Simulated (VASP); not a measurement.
# GaP (I-4m2) in VASP: further runs, part 3 of 3

VASP 6.6.1. Earlier steps stand in the parts before.

### 5 Single point, PBE

This run uses another cell than the first one, of the same volume but with other edges.

File INCAR:

```
PREC = Accurate
ENCUT = 520
EDIFF = 1E-6
ISMEAR = 0
SIGMA = 0.05
LREAL = F
LASPH = T
NELM = 80
ALGO = Normal
ISIF = 2
LWAVE = F
LCHARG = T
GGA = PE
LELF = T
LVHAR = T
NBANDS = 16
```

File KPOINTS:

```
regular mesh
0
Gamma
  10 10 10
```

File POSCAR:

```
GaP
1.0
    0.0000000000      2.8301135452      2.6037044616
    2.8301135452      0.0000000000      2.6037044616
    2.8301135452      2.8301135452      0.0000000000
Ga P
1 1
Direct
    0.0000000000      0.0000000000      0.0000000000
    0.7500000000      0.7500000000      0.7500000000
```

Potentials or basis: VASP PAW PBE potentials, release 64 (Ga_d, P).

Launch:

```
$ cat potpaw_PBE.64/Ga_d/POTCAR potpaw_PBE.64/P/POTCAR > POTCAR
$ mpirun -np 1 vasp_std > vasp.out
```

OUTCAR:

```text
PREC = Accurate
   ENCUT = 520
   EDIFF = 1E-6
   ISMEAR = 0
   LREAL = F
   LASPH = T
   NELM = 80
   ISIF = 2
   GGA = PE

 ion  position               nearest neighbor table
   1  0.000  0.000  0.000-   2 2.39   2 2.39   2 2.39   2 2.39
   2  0.750  0.750  0.750-   1 2.39   1 2.39   1 2.39   1 2.39

  LATTYP: Found a body centered tetragonal cell.
 ALAT       =     4.0023849587
 C/A-ratio  =     1.3010764774

  Lattice vectors:

 A1 = (   0.0000000000,  -2.8301135452,  -2.6037044616)
 A2 = (   0.0000000000,   2.8301135452,  -2.6037044616)
 A3 = (   2.8301135452,   0.0000000000,   2.6037044616)

Analysis of symmetry for initial positions (statically):
=====================================================================
 Subroutine PRICEL returns:
 Original cell was already a primitive cell.

 Routine SETGRP: Setting up the symmetry group for a
 body centered tetragonal supercell.

 Subroutine GETGRP returns: Found  8 space group operations
 (whereof  8 operations were pure point group operations)
 out of a pool of 16 trial point group operations.

The static configuration has the point symmetry D_2d.

Analysis of symmetry for dynamics (positions and initial velocities):
=====================================================================
 Subroutine PRICEL returns:
 Original cell was already a primitive cell.

 Routine SETGRP: Setting up the symmetry group for a
 body centered tetragonal supercell.

 Subroutine GETGRP returns: Found  8 space group operations
 (whereof  8 operations were pure point group operations)
 out of a pool of 16 trial point group operations.

The dynamic configuration has the point symmetry D_2d.

 Subroutine INISYM returns: Found  8 space group operations
 (whereof  8 operations are pure point group operations),
 and found     1 'primitive' translations

----------------------------------------------------------------------------------------

                                     Primitive cell

  volume of cell :      41.7090

  direct lattice vectors                    reciprocal lattice vectors
     0.000000000  2.830113545  2.603704462    -0.176671357  0.176671357  0.192034084
     2.830113545  0.000000000  2.603704462     0.176671357 -0.176671357  0.192034084
     2.830113545  2.830113545  0.000000000     0.176671357  0.176671357 -0.192034084

  length of vectors
     3.845623435  3.845623435  4.002384959     0.315123192  0.315123192  0.315123192

  position of ions in fractional coordinates (direct lattice)
     0.000000000  0.000000000  0.000000000
     0.750000000  0.750000000  0.750000000

  ion indices of the primitive-cell ions
   primitive index   ion index
                 1           1
                 2           2

----------------------------------------------------------------------------------------

 KPOINTS: regular mesh

Automatic generation of k-mesh.
 Grid dimensions read from file:
 generate k-points for:   10   10   10

 Generating k-lattice:

  Cartesian coordinates                     Fractional coordinates (reciprocal lattice)
    -0.017667136  0.017667136  0.019203408     0.100000000 -0.000000000  0.000000000
     0.017667136 -0.017667136  0.019203408    -0.000000000  0.100000000  0.000000000
     0.017667136  0.017667136 -0.019203408     0.000000000  0.000000000  0.100000000

  Length of vectors
     0.031512319  0.031512319  0.031512319

  Shift w.r.t. Gamma in fractional coordinates (k-lattice)
     0.000000000  0.000000000  0.000000000

 Subroutine IBZKPT returns following result:
 ===========================================

 Found    102 irreducible k-points:

 Following reciprocal coordinates:
            Coordinates               Weight
  0.000000  0.000000  0.000000      1.000000
  0.100000  0.000000  0.000000      8.000000
  0.200000  0.000000  0.000000      8.000000
  0.300000 -0.000000  0.000000      8.000000
  0.400000 -0.000000  0.000000      8.000000
  0.500000  0.000000  0.000000      4.000000
[... 16 lines left out ...]
  0.300000  0.300000  0.000000      2.000000
  0.400000  0.300000  0.000000      8.000000
 [... further k-points ...]
   k-points           NKPTS =    102   k-points in BZ     NKDIM =    102   number of bands    NBANDS=     16
   number of dos      NEDOS =    301   number of ions     NIONS =      2
   total plane-waves  NPLWV =  27000
   dimension x,y,z NGX =    30 NGY =   30 NGZ =   30
   dimension x,y,z NGXF=    60 NGYF=   60 NGZF=   60
   ions per type =               1   1
   NGX,Y,Z   is equivalent  to a cutoff of  12.97, 12.97, 12.46 a.u.
   NGXF,Y,Z  is equivalent  to a cutoff of  25.94, 25.94, 24.92 a.u.
 SYSTEM =  unknown system
   PREC   = accura    normal or accurate (medium, high low for compatibility)
   ISTART =      0    job   : 0-new  1-cont  2-samecut
   ICHARG =      2    charge: 1-file 2-atom 10-const
   ISPIN  =      1    spin polarized calculation?
   LNONCOLLINEAR =      F non collinear calculations
   LSORBIT =      F    spin-orbit coupling
   LASPH  =      T    aspherical Exc in radial PAW
   ENCUT  =  520.0 eV  38.22 Ry    6.18 a.u.   7.15  7.15  7.44*2*pi/ulx,y,z
   NELM   =     80;   NELMIN=  2; NELMDL= -5     # of ELM steps
   EDIFF  = 0.1E-05   stopping-criterion for ELM
   LREAL  =      F    real-space projection
   EDIFFG = 0.1E-04   stopping-criterion for IOM
   NSW    =      0    number of steps for IOM
   IBRION =     -1    ionic relax: 0-MD 1-quasi-New 2-CG
   NFREE  =      0    steps in history (QN), initial steepest desc. (CG)
   ISIF   =      2    stress and relaxation
   ISYM   =      2    0-nonsym 1-usesym 2-fastsym
   POTIM  = 0.5000    time-step for ionic-motion
   TEBEG  =    0.0;   TEEND  =   0.0 temperature during run
   PSTRESS=    0.0 pullay stress
   NELECT =      18.0000    total number of electrons
   NUPDOWN=      -1.0000    fix difference up-down
   EMIN   =  10.00;   EMAX   =-10.00  energy-range for DOS
   EFERMI =   0.00;   METHOD = LEGACY
   ISMEAR =     0;   SIGMA  =   0.05  broadening in eV -4-tet -1-fermi 0-gaus
   EFERMI_NEDOS =   21; number of points for ismear=-14 and -15
   IALGO  =     38    algorithm
   IMIX   =      4    mixing-type and parameters
     AMIX     =   0.40;   BMIX     =  1.00
     AMIX_MAG =   1.60;   BMIX_MAG =  1.00
  volume/ion in A,a.u.               =      20.85       140.73
  Fermi-wavevector in a.u.,A,eV,Ry     =   1.237150  2.337875 20.824279  1.530541
  Thomas-Fermi vector in A             =   2.371730
   LORBIT       =      0    0 simple, 1 ext, 2 COOP (PROOUT), +10 PAW based schemes
   GGA     = PE    functional components
   LHFCALC =     F    Hartree Fock is set to
   AEXX    =    0.0000 exact exchange contribution
   IVDW    =     0    specifies the selected vdW correction
   LEPSILON=     F    determine dielectric tensor
   LRPA    =     F    only Hartree local field effects (RPA)
 non-spin polarized calculation
 Gauss-broadening in eV      SIGMA  =   0.05
  energy-cutoff  :      520.00
  volume of cell :       41.71
 maximum number of plane-waves:      1170
 NGX is ok and might be reduce to    30

 number of electron      17.9999996 magnetization

 Free energy of the ion-electron system (eV)
  ---------------------------------------------------
  ext. energy  EPLUGINS =         0.00000000
  ---------------------------------------------------
  free energy    TOTEN  =        -9.08787344 eV

  energy without entropy =       -9.08787344  energy(sigma->0) =       -9.08787344

 E-fermi :   4.8049     XC(G=0):  -9.7063

 val. band max:        4.6163464291   @ k =   0.0000   0.0000   0.0000
 cond. band min:       5.5139243513   @ k =   0.4000   0.4000   0.0000
 fundamental gap:      0.8975779222
 Fermi energy:         4.8048876108

 k-point     1 :       0.0000    0.0000    0.0000
  band No.  band energies     occupation
      1     -10.1636      2.00000
      2     -10.1636      2.00000
      3     -10.1398      2.00000
      4     -10.0762      2.00000
      5     -10.0593      2.00000
      6      -7.9050      2.00000
[... 8 lines left out ...]
     15      13.3867      0.00000
     16      14.6640      0.00000
[... 419 lines left out ...]
 k-point    24 :       0.4000    0.3000    0.0000
  band No.  band energies     occupation
      1     -10.2374      2.00000
      2     -10.1169      2.00000
      3     -10.1162      2.00000
      4     -10.1029      2.00000
      5     -10.0392      2.00000
      6      -5.8532      2.00000
[... 8 lines left out ...]
     15      15.8352      0.00000
     16      18.1871      0.00000

 [... further k-points ...]

------------------------ aborting loop because EDIFF is reached ----------------------------------------

  FORCE on cell =-STRESS in cart. coord.  units (eV):
  Direction    XX          YY          ZZ          XY          YZ          ZX
  --------------------------------------------------------------------------------------
  -------------------------------------------------------------------------------------
  Total       -0.4916452     -0.4916452      0.8633151      0.0000000     -0.0000000      0.0000000
  in kB      -18.8856973    -18.8856973     33.1627492      0.0000000     -0.0000000      0.0000000
  external PRESSURE =      -1.5362151 kB  Pullay stress =       0.0000000 kB

 VOLUME and BASIS-vectors are now :
 -----------------------------------------------------------------------------
  energy-cutoff  :      520.00
  volume of cell :       41.71
      direct lattice vectors                 reciprocal lattice vectors
     0.000000000  2.830113545  2.603704462    -0.176671357  0.176671357  0.192034084
     2.830113545  0.000000000  2.603704462     0.176671357 -0.176671357  0.192034084
     2.830113545  2.830113545  0.000000000     0.176671357  0.176671357 -0.192034084

 POSITION                                       TOTAL-FORCE (eV/Angst)
 -----------------------------------------------------------------------------------
      0.00000      0.00000      0.00000        -0.000000     -0.000000     -0.000000
      4.24517      4.24517      3.90556         0.000000      0.000000      0.000000
 -----------------------------------------------------------------------------------
    total drift:                               -0.000002     -0.000002     -0.000002

  FREE ENERGIE OF THE ION-ELECTRON SYSTEM (eV)
  ---------------------------------------------------
  free  energy   TOTEN  =        -9.0878734421 eV

  energy  without entropy=       -9.0878734420  energy(sigma->0) =       -9.08787344
```

OSZICAR:

```text
N       E                     dE             d eps       ncg     rms          rms(c)
DAV:   1     0.812926224266E+02    0.81293E+02   -0.88926E+03  3376   0.160E+03
DAV:   2    -0.295532180706E+01   -0.84248E+02   -0.80068E+02  3696   0.313E+02
DAV:   3    -0.924665927479E+01   -0.62913E+01   -0.62686E+01  4200   0.657E+01
DAV:   4    -0.934889358938E+01   -0.10223E+00   -0.10222E+00  3960   0.904E+00
DAV:   5    -0.935088224915E+01   -0.19887E-02   -0.19883E-02  4344   0.113E+00    0.410E+00
DAV:   6    -0.911195124366E+01    0.23893E+00   -0.38192E-01  4960   0.102E+01    0.269E+00
DAV:   7    -0.908716268904E+01    0.24789E-01   -0.90177E-02  4280   0.199E+00    0.109E+00
DAV:   8    -0.908734395489E+01   -0.18127E-03   -0.12750E-02  3936   0.134E+00    0.175E-01
DAV:   9    -0.908773152592E+01   -0.38757E-03   -0.12584E-03  4216   0.493E-01    0.805E-02
DAV:  10    -0.908780421136E+01   -0.72685E-04   -0.10973E-04  5048   0.108E-01    0.398E-02
DAV:  11    -0.908787381256E+01   -0.69601E-04   -0.96240E-05  3928   0.810E-02    0.499E-03
DAV:  12    -0.908787344205E+01    0.37051E-06   -0.27729E-06  3904   0.210E-02
   1 F= -.90878734E+01 E0= -.90878734E+01  d E =-.188414E-10
```

Wall time 59 s (1 thread of Intel Xeon Platinum 8259CL at 2.50GHz (Skylake/Cascade Lake), shared host); peak memory 0.21 GiB.

What came out:

```
Free energy            : -9.0879 eV
Pressure               : -0.2 GPa
Band gap on the k mesh : 0.90 eV, indirect (least direct gap 1.27 eV)
```

### 6 Summary

```tsv
cell	gap on the mesh (eV)	pressure (GPa)
a = 4.046, b = 4.046, c = 3.663 Å, angles 63.1, 63.1, 53.8°, 2 atoms	0.52	-0.3
a = 3.792, b = 3.792, c = 4.229 Å, angles 56.1, 56.1, 67.8°, 2 atoms	none	-1.3
a = 4.136, b = 4.136, c = 3.567 Å, angles 64.5, 64.5, 51.1°, 2 atoms	none	-0.4
a = 3.846, b = 3.846, c = 4.002 Å, angles 58.6, 58.6, 62.7°, 2 atoms	0.90	-0.2
```

Alike in all rows: task single point; level PBE; potentials or basis VASP PAW PBE potentials, release 64 (Ga_d, P); no spin polarisation; k mesh 10 × 10 × 10; cutoff (eV) 520; smearing gaussian 0.05 eV.

Absolute energies hang on the potentials; compare differences alone.
